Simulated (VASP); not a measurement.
Write the native input for VASP 6.6.1 that does the following.

* Task: single point
* Functional: BLYP
* Dispersion: D4
* Potentials or basis: VASP PAW PBE potentials, release 64 (N, B)
* Cutoff: 520 eV
* k mesh: 12 × 12 × 6
* Occupations: fermi-dirac, width 0.05 eV
* Spin: no spin polarisation
* Dipole correction: no
* Further INCAR settings: ALGO = Normal; EDIFF = 1e-06; NBANDS = 16

The structure of BN lies in POSCAR:

```
BN
1.0
    2.5440191102      0.0000000000      0.0000000000
   -1.2720095551      2.2031851771      0.0000000000
    0.0000000000      0.0000000000      4.2079648125
N B
2 2
Direct
    0.3333333333      0.6666666667      0.1251671262
    0.6666666667      0.3333333333      0.6251671262
    0.3333333333      0.6666666667      0.4998328738
    0.6666666667      0.3333333333      0.9998328738
```

These files were run (other wordings do the same):

INCAR

```
  PREC = Accurate
  ENCUT = 520
  EDIFF = 1E-6
  ISMEAR = -1
  SIGMA = 0.05
  LREAL = False
  LASPH = True
  NELM = 60
  ALGO = Normal
  ISIF = 2
  LWAVE = False
  LCHARG = False
  GGA = B5
  ALDAX = 1.0
  AGGAX = 1.0
  AGGAC = 1.0
  ALDAC = 0.0
  IVDW = 13
  VDW_S6 = 1.0
  VDW_S8 = 2.34076671
  VDW_A1 = 0.44488865
  VDW_A2 = 4.0933009
  NBANDS = 16
```

KPOINTS

```
regular mesh
0
Gamma
  12 12 6
```

Potentials or basis: VASP PAW PBE potentials, release 64 (N, B).

Launch:

```console
$ cat potpaw_PBE.64/N/POTCAR potpaw_PBE.64/B/POTCAR > POTCAR
$ mpirun -np 1 vasp_std > vasp.out
```

Results of the run:

```
Pressure                   : 0.0 GPa
Largest force              : 0.003 eV/Å
Band gap on the k mesh     : 5.59 eV, indirect (least direct gap 8.47 eV)
Dispersion energy per atom : -0.466 eV
```

Caveat: the PAW data sets were made with another functional, which shifts forces and pressure a little.

Run time: 17 s on 1 thread of Intel(R) Xeon(R) 6975P-C (Granite Rapids), on a shared host, peak memory 0.14 GiB.
